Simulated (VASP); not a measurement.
# Fe (Fm-3m) in VASP: notebook

Runs on Fe. Level: PBEsol. Tasks: single point.

All numbers are computed with VASP 6.6.1; they aren't measurements. Logs are shortened: lines on timing, memory, paths and dates and some standing lists are left out, and cuts for length are marked.

### 1 The cell of the first run

The structure is cubic, space group Fm-3m (No. 225). The conventional cell has a = 3.583 Å, b = 3.583 Å, c = 3.583 Å, α = 90.00°, β = 90.00°, γ = 90.00°. Within 3.3 Å of Fe (site symmetry m-3m) lie 12 Fe at 2.53 Å.

### 2 Single point, PBEsol, collinear spin, ferromagnetic start

Contents of INCAR:

```
  PREC = Accurate
  ENCUT = 520
  EDIFF = 1E-6
  ISMEAR = -1
  SIGMA = 0.1
  LREAL = F
  LASPH = T
  NELM = 150
  ALGO = Normal
  ISIF = 2
  LWAVE = F
  LCHARG = F
  ISPIN = 2
  MAGMOM = 5.6 5.6
  LORBIT = 11
  LMAXMIX = 4
  GGA = PS
  NBANDS = 19
```

Contents of KPOINTS:

```
regular mesh
0
Gamma
  6 12 12
```

Contents of POSCAR:

```
Fe
1.0
    0.0000000000      3.5830000000      3.5830000000
    1.7915000000      0.0000000000      1.7915000000
    1.7915000000      1.7915000000      0.0000000000
Fe
2
Direct
    0.0000000000      0.0000000000      0.0000000000
    0.5000000000      0.0000000000      0.0000000000
```

Potentials or basis: VASP PAW PBE potentials, release 64 (Fe).

Command:

```bash
cat potpaw_PBE.64/Fe/POTCAR > POTCAR
mpirun -np 1 vasp_std > vasp.out
```

OUTCAR:

```text
PREC = Accurate
   ENCUT = 520
   EDIFF = 1E-6
   ISMEAR = -1
   LREAL = F
   LASPH = T
   NELM = 150
   ISIF = 2
   ISPIN = 2
   LORBIT = 11
   GGA = PS

 ion  position               nearest neighbor table
   1  0.000  0.000  0.000-   2 2.53   2 2.53   2 2.53   2 2.53   2 2.53   2 2.53
   2  0.500  0.000  0.000-   1 2.53   1 2.53   1 2.53   1 2.53   1 2.53   1 2.53

  LATTYP: Found a trigonal (rhomboedric) cell.
 ALAT       =     4.3882608742
 COS(alpha) =     0.8333333333

  Lattice vectors:

 A1 = (   1.7915000000,  -1.7915000000,  -3.5830000000)
 A2 = (   3.5830000000,  -1.7915000000,  -1.7915000000)
 A3 = (   1.7915000000,  -3.5830000000,  -1.7915000000)

Analysis of symmetry for initial positions (statically):
=====================================================================
 Subroutine PRICEL returns following result:

  LATTYP: Found a face centered cubic cell.
 ALAT       =     3.5830000000

  Lattice vectors:

 A1 = (   0.0000000000,   1.7915000000,   1.7915000000)
 A2 = (   1.7915000000,   0.0000000000,   1.7915000000)
 A3 = (   1.7915000000,   1.7915000000,   0.0000000000)

   2 primitive cells build up your supercell.

 Routine SETGRP: Setting up the symmetry group for a
 trigonal (rhombohedral) supercell.

 Subroutine GETGRP returns: Found 12 space group operations
 (whereof 12 operations were pure point group operations)
 out of a pool of 12 trial point group operations.

The static configuration has the point symmetry D_3d.

Analysis of symmetry for dynamics (positions and initial velocities):
=====================================================================
 Subroutine PRICEL returns following result:

  LATTYP: Found a face centered cubic cell.
 ALAT       =     3.5830000000

  Lattice vectors:

 A1 = (   0.0000000000,   1.7915000000,   1.7915000000)
 A2 = (   1.7915000000,   0.0000000000,   1.7915000000)
 A3 = (   1.7915000000,   1.7915000000,   0.0000000000)

   2 primitive cells build up your supercell.

 Routine SETGRP: Setting up the symmetry group for a
 trigonal (rhombohedral) supercell.

 Subroutine GETGRP returns: Found 12 space group operations
 (whereof 12 operations were pure point group operations)
 out of a pool of 12 trial point group operations.

The dynamic configuration has the point symmetry D_3d.

Analysis of structural, dynamic, and magnetic symmetry:
=====================================================================
 Subroutine PRICEL returns following result:

  LATTYP: Found a face centered cubic cell.
 ALAT       =     3.5830000000

  Lattice vectors:

 A1 = (   0.0000000000,   1.7915000000,   1.7915000000)
 A2 = (   1.7915000000,   0.0000000000,   1.7915000000)
 A3 = (   1.7915000000,   1.7915000000,   0.0000000000)

   2 primitive cells build up your supercell.

 Routine SETGRP: Setting up the symmetry group for a
 trigonal (rhombohedral) supercell.

 Subroutine GETGRP returns: Found 12 space group operations
 (whereof 12 operations were pure point group operations)
 out of a pool of 12 trial point group operations.

The overall configuration has the point symmetry D_3d.

 Subroutine INISYM returns: Found 12 space group operations
 (whereof 12 operations are pure point group operations),
 and found     2 'primitive' translations

----------------------------------------------------------------------------------------

                                     Primitive cell

  volume of cell :      11.4995

  direct lattice vectors                    reciprocal lattice vectors
     0.000000000  1.791500000  1.791500000    -0.279095730  0.279095730  0.279095730
     1.791500000  0.000000000  1.791500000     0.279095730 -0.279095730  0.279095730
     1.791500000  1.791500000  0.000000000     0.279095730  0.279095730 -0.279095730

  length of vectors
     2.533563597  2.533563597  2.533563597     0.483407984  0.483407984  0.483407984

  position of ions in fractional coordinates (direct lattice)
     0.000000000  0.000000000  0.000000000

  ion indices of the primitive-cell ions
   primitive index   ion index
                 1           1

----------------------------------------------------------------------------------------

 KPOINTS: regular mesh

Automatic generation of k-mesh.
 Grid dimensions read from file:
 generate k-points for:    6   12   12

 Generating k-lattice:

  Cartesian coordinates                     Fractional coordinates (reciprocal lattice)
    -0.023257977  0.023257977  0.023257977     0.166666667  0.000000000  0.000000000
     0.023257977 -0.023257977  0.023257977     0.000000000  0.083333333  0.000000000
     0.023257977  0.023257977 -0.023257977     0.000000000  0.000000000  0.083333333

  Length of vectors
     0.040283999  0.040283999  0.040283999

  Shift w.r.t. Gamma in fractional coordinates (k-lattice)
     0.000000000  0.000000000  0.000000000

 -----------------------------------------------------------------------------
|                                                                             |
|           W    W    AA    RRRRR   N    N  II  N    N   GGGG   !!!           |
|           W    W   A  A   R    R  NN   N  II  NN   N  G    G  !!!           |
|           W    W  A    A  R    R  N N  N  II  N N  N  G       !!!           |
|           W WW W  AAAAAA  RRRRR   N  N N  II  N  N N  G  GGG   !            |
|           WW  WW  A    A  R   R   N   NN  II  N   NN  G    G                |
|           W    W  A    A  R    R  N    N  II  N    N   GGGG   !!!           |
|                                                                             |
|     Your reciprocal lattice and k-lattice belong to different lattice       |
|     classes:                                                                |
|                                                                             |
|        The reciprocal lattice is rhombohedral (trigonal),                   |
|        whereas your k-lattice is body-centered cubic.                       |
|                                                                             |
|     Results are often still useful ...                                      |
|                                                                             |
 -----------------------------------------------------------------------------

 Subroutine IBZKPT returns following result:
 ===========================================

 Found     98 irreducible k-points:

 Following reciprocal coordinates:
            Coordinates               Weight
  0.000000  0.000000  0.000000      1.000000
  0.166667  0.000000  0.000000      2.000000
  0.333333  0.000000  0.000000      2.000000
  0.500000  0.000000  0.000000      1.000000
  0.000000  0.083333  0.000000      6.000000
  0.166667  0.083333  0.000000      6.000000
[... 16 lines left out ...]
  0.000000  0.333333  0.000000      6.000000
  0.166667  0.333333  0.000000      6.000000
 [... further k-points ...]
   k-points           NKPTS =     98   k-points in BZ     NKDIM =     98   number of bands    NBANDS=     19
   number of dos      NEDOS =    301   number of ions     NIONS =      2
   total plane-waves  NPLWV =  16000
   dimension x,y,z NGX =    40 NGY =   20 NGZ =   20
   dimension x,y,z NGXF=    80 NGYF=   40 NGZF=   40
   ions per type =               2
   NGX,Y,Z   is equivalent  to a cutoff of  13.12, 13.12, 13.12 a.u.
   NGXF,Y,Z  is equivalent  to a cutoff of  26.25, 26.25, 26.25 a.u.
 SYSTEM =  unknown system
   PREC   = accura    normal or accurate (medium, high low for compatibility)
   ISTART =      0    job   : 0-new  1-cont  2-samecut
   ICHARG =      2    charge: 1-file 2-atom 10-const
   ISPIN  =      2    spin polarized calculation?
   LNONCOLLINEAR =      F non collinear calculations
   LSORBIT =      F    spin-orbit coupling
   LASPH  =      T    aspherical Exc in radial PAW
   ENCUT  =  520.0 eV  38.22 Ry    6.18 a.u.   9.42  4.71  4.71*2*pi/ulx,y,z
   NELM   =    150;   NELMIN=  2; NELMDL= -5     # of ELM steps
   EDIFF  = 0.1E-05   stopping-criterion for ELM
   LREAL  =      F    real-space projection
   EDIFFG = 0.1E-04   stopping-criterion for IOM
   NSW    =      0    number of steps for IOM
   IBRION =     -1    ionic relax: 0-MD 1-quasi-New 2-CG
   NFREE  =      0    steps in history (QN), initial steepest desc. (CG)
   ISIF   =      2    stress and relaxation
   ISYM   =      2    0-nonsym 1-usesym 2-fastsym
   POTIM  = 0.5000    time-step for ionic-motion
   TEBEG  =    0.0;   TEEND  =   0.0 temperature during run
   PSTRESS=    0.0 pullay stress
   NELECT =      16.0000    total number of electrons
   NUPDOWN=      -1.0000    fix difference up-down
   EMIN   =  10.00;   EMAX   =-10.00  energy-range for DOS
   EFERMI =   0.00;   METHOD = LEGACY
   ISMEAR =    -1;   SIGMA  =   0.10  broadening in eV -4-tet -1-fermi 0-gaus
   EFERMI_NEDOS =   21; number of points for ismear=-14 and -15
   IALGO  =     38    algorithm
   IMIX   =      4    mixing-type and parameters
     AMIX     =   0.40;   BMIX     =  1.00
     AMIX_MAG =   1.60;   BMIX_MAG =  1.00
  volume/ion in A,a.u.               =      11.50        77.60
  Fermi-wavevector in a.u.,A,eV,Ry     =   1.450590  2.741218 28.629534  2.104211
  Thomas-Fermi vector in A             =   2.568185
   LORBIT       =     11    0 simple, 1 ext, 2 COOP (PROOUT), +10 PAW based schemes
   GGA     = PS    functional components
   LHFCALC =     F    Hartree Fock is set to
   AEXX    =    0.0000 exact exchange contribution
   IVDW    =     0    specifies the selected vdW correction
   LEPSILON=     F    determine dielectric tensor
   LRPA    =     F    only Hartree local field effects (RPA)
 spin polarized calculation
  energy-cutoff  :      520.00
  volume of cell :       23.00
 maximum number of plane-waves:       636
 NGX is ok and might be reduce to    40
   NGX = 19   NGY =  9   NGZ =  9

 number of electron      16.0000000 magnetization      11.2000000

 number of electron      15.9999997 magnetization       4.5355456

 Free energy of the ion-electron system (eV)
  ---------------------------------------------------
  ext. energy  EPLUGINS =         0.00000000
  ---------------------------------------------------
  free energy    TOTEN  =       -17.50347460 eV

  energy without entropy =      -17.38779873  energy(sigma->0) =      -17.44563667

 E-fermi :   5.6269     XC(G=0): -13.2040

 val. band max:        5.6235378794   @ k =   0.1667   0.4167   0.0000
 cond. band min:       5.6399234893   @ k =   0.0000   0.4167   0.0000
 fundamental gap:      0.0163856099
 Fermi energy:         5.6268807021

 spin component 1

 k-point     1 :       0.0000    0.0000    0.0000
  band No.  band energies     occupation
      1      -2.9308      1.00000
      2       0.7168      1.00000
      3       3.1722      1.00000
      4       3.1722      1.00000
      5       3.3469      1.00000
      6       3.3469      1.00000
[... 11 lines left out ...]
     18      32.1945      0.00000
     19      32.1955      0.00000

 k-point     2 :       0.1667    0.0000    0.0000
  band No.  band energies     occupation
      1      -2.6624      1.00000
      2       0.6450      1.00000
      3       3.2248      1.00000
      4       3.2248      1.00000
      5       3.2647      1.00000
      6       3.4152      1.00000
[... 476 lines left out ...]
 k-point    24 :       0.1667    0.3333    0.0000
  band No.  band energies     occupation
      1       0.1250      1.00000
      2       1.3730      1.00000
      3       1.8612      1.00000
      4       2.9329      1.00000
      5       3.3249      1.00000
      6       3.5477      1.00000
[... 11 lines left out ...]
     18      26.8252      0.00000
     19      27.6956      0.00000

 [... further k-points ...]

 spin component 2

 k-point     1 :       0.0000    0.0000    0.0000
  band No.  band energies     occupation
      1      -2.6249      1.00000
      2       1.9734      1.00000
      3       5.3801      0.92184
      4       5.3801      0.92182
      5       5.3802      0.92182
      6       5.3902      0.91429
[... 11 lines left out ...]
     18      32.5951      0.00000
     19      32.5951      0.00000

 k-point     2 :       0.1667    0.0000    0.0000
  band No.  band energies     occupation
      1      -2.3549      1.00000
      2       1.7372      1.00000
      3       5.2563      0.97600
      4       5.2691      0.97282
      5       5.4436      0.86215
      6       5.4436      0.86212
[... 476 lines left out ...]
 k-point    24 :       0.1667    0.3333    0.0000
  band No.  band energies     occupation
      1       0.6653      1.00000
      2       3.0759      1.00000
      3       3.4217      1.00000
      4       4.5107      0.99999
      5       5.3221      0.95468
      6       5.5288      0.72735
[... 11 lines left out ...]
     18      27.4201      0.00000
     19      28.4120      0.00000

 [... further k-points ...]
[... 5 lines left out ...]
  --------------------------------------------------------------------------------------
  -------------------------------------------------------------------------------------
  Total       -0.9751504     -0.9751504     -0.9751504     -0.0000418      0.0000418     -0.0000418
  in kB      -67.9315866    -67.9315866    -67.9315866     -0.0029137      0.0029137     -0.0029137
  external PRESSURE =     -67.9315866 kB  Pullay stress =       0.0000000 kB

 VOLUME and BASIS-vectors are now :
 -----------------------------------------------------------------------------
  energy-cutoff  :      520.00
  volume of cell :       23.00
      direct lattice vectors                 reciprocal lattice vectors
     0.000000000  3.583000000  3.583000000    -0.139547865  0.139547865  0.139547865
     1.791500000  0.000000000  1.791500000     0.279095730 -0.279095730  0.279095730
     1.791500000  1.791500000  0.000000000     0.279095730  0.279095730 -0.279095730

 POSITION                                       TOTAL-FORCE (eV/Angst)
 -----------------------------------------------------------------------------------
      0.00000      0.00000      0.00000        -0.000000     -0.000000     -0.000000
      0.00000      1.79150      1.79150         0.000000      0.000000      0.000000
 -----------------------------------------------------------------------------------
    total drift:                               -0.000000     -0.000000     -0.000000

  FREE ENERGIE OF THE ION-ELECTRON SYSTEM (eV)
  ---------------------------------------------------
  free  energy   TOTEN  =       -17.5034745976 eV

  energy  without entropy=      -17.3877987328  energy(sigma->0) =      -17.44563667

 total charge

# of ion       s       p       d       tot
------------------------------------------
    1        0.491   0.534   6.224   7.249
    2        0.491   0.534   6.224   7.249
--------------------------------------------------
tot          0.982   1.067  12.448  14.497

 magnetization (x)

# of ion       s       p       d       tot
------------------------------------------
    1       -0.017  -0.040   2.308   2.251
    2       -0.017  -0.040   2.308   2.251
--------------------------------------------------
tot         -0.035  -0.081   4.617   4.501
```

It took 36 s on 1 thread of Intel Xeon 6975P-C (Granite Rapids), shared host; peak memory 0.19 GiB.

What came out:

- Free energy: -17.5035 eV
- Pressure: -6.8 GPa
- Net moment: 4.54 μB per cell
- Site moments: Fe +2.25 μB
- Valence electrons inside the program's atomic spheres: Fe 7.25

Levels at points of the mesh, in eV from the Fermi level:
Spin up:
| k point | band 6 | band 7 | band 8 | band 9 | band 10 | band 11 | band 12 | band 13 | band 14 | band 15 |
| --- | --- | --- | --- | --- | --- | --- | --- | --- | --- | --- |
| (0.00, 0.00, 0.00) | -2.28 | -2.28 | -1.21 | -1.21 | -0.22 | -0.22 | -0.12 | 6.53 | 20.78 | 22.17 |
| (0.50, 0.00, 0.00) | -2.11 | -2.11 | -2.11 | -1.03 | -1.03 | -1.03 | -1.03 | 14.52 | 14.52 | 22.42 |
| (0.00, 0.50, 0.00) | -0.37 | -0.22 | -0.22 | -0.12 | 0.09 | 0.09 | 2.61 | 6.53 | 9.79 | 14.56 |
| (0.50, 0.50, 0.00) | -2.21 | -1.45 | -1.45 | -0.14 | -0.14 | 2.75 | 2.75 | 8.89 | 8.89 | 14.60 |
Spin down:
```csv
k point,band 4,band 5,band 6,band 7,band 8,band 9
"(0.00, 0.00, 0.00)",-0.25,-0.25,-0.24,-0.24,0.12,1.40
"(0.50, 0.00, 0.00)",-0.91,0.05,0.05,0.05,0.05,1.45
"(0.00, 0.50, 0.00)",-0.24,-0.24,0.12,2.26,2.26,2.36
"(0.50, 0.50, 0.00)",-1.95,-0.52,-0.52,0.91,0.91,2.33
```

Caveat: the PAW data sets were made with another functional, which shifts forces and pressure a little.

### 3 Single point, PBEsol, collinear spin

Contents of INCAR:

```
SYSTEM = Fe
PREC     = Accurate       ! precision mode
ENCUT    = 520            ! plane-wave cutoff, eV
EDIFF    = 1E-6           ! SCF threshold, eV
ISMEAR   = -1             ! smearing method
SIGMA    = 0.1            ! smearing width, eV
LREAL    = .False.        ! projectors in reciprocal space
LASPH    = .True.         ! aspherical terms in the spheres
NELM     = 150            ! most SCF steps
ALGO     = Normal         ! electronic algorithm
ISIF     = 2              ! what is computed and relaxed
LWAVE    = .False.        ! write WAVECAR
LCHARG   = .False.        ! write CHGCAR
ISPIN    = 2              ! spin polarisation
MAGMOM   = 0 4            ! initial moments
LORBIT   = 11             ! projections on sites
LMAXMIX  = 4              ! l up to which the mixer works
GGA      = PS             ! functional
NBANDS   = 19             ! bands
```

Contents of KPOINTS:

```
Automatic mesh
0
Gamma
  6 12 12
  0 0 0
```

POSCAR is that of step 2.

Potentials or basis: VASP PAW PBE potentials, release 64 (Fe).

Command:

```bash
cat potpaw_PBE.64/Fe/POTCAR > POTCAR
mpirun -np 1 vasp_std > vasp.out
```

Run time: 55 s. Hardware: 1 thread of Intel Xeon 6975P-C (Granite Rapids), shared host; peak memory 0.19 GiB.

Results (log left out):

* Free energy: -17.4365 eV
* Pressure: -25.6 GPa
* Net moment: 1.81 μB per cell
* Site moments: Fe +0.04, +1.75 μB
* Valence electrons inside the program's atomic spheres: Fe 7.25, 7.22

Stress tensor (GPa, compression positive):
```
-25.59  -0.22  -0.22
 -0.22 -25.59   0.22
 -0.22   0.22 -25.59
```

Levels at points of the mesh, in eV from the Fermi level:
Spin up:
```
           k point  band 5  band 6  band 7  band 8  band 9  band 10  band 11  band 12  band 13  band 14
(0.00, 0.00, 0.00)   -1.77   -1.74   -1.74   -0.69   -0.69     0.02     0.52     0.52     6.90    20.86
(0.50, 0.00, 0.00)   -2.01   -1.87   -1.22   -1.22   -1.03    -1.03     0.05     0.05    14.71    14.81
(0.00, 0.50, 0.00)   -1.94   -0.09    0.02    0.25    0.43     0.73     0.91     2.77     6.91    10.11
(0.50, 0.50, 0.00)   -2.13   -1.47   -1.45   -0.41   -0.03     0.83     2.90     3.28     9.05     9.29
```
Spin down:
```tsv
k point	band 3	band 4	band 5	band 6	band 7	band 8	band 9	band 10	band 11	band 12
(0.00, 0.00, 0.00)	-1.30	-1.30	-1.06	-0.86	-0.86	0.11	0.48	0.48	1.42	1.42
(0.50, 0.00, 0.00)	-1.83	-1.35	-1.10	-1.10	-0.36	-0.36	0.09	0.09	0.97	0.97
(0.00, 0.50, 0.00)	-3.32	-1.14	-1.00	0.12	0.99	1.25	1.47	1.52	1.85	2.88
(0.50, 0.50, 0.00)	-2.79	-2.25	-1.41	-0.92	-0.39	0.45	0.99	1.85	3.50	3.89
```

Caveat: the PAW data sets were made with another functional, which shifts forces and pressure a little.
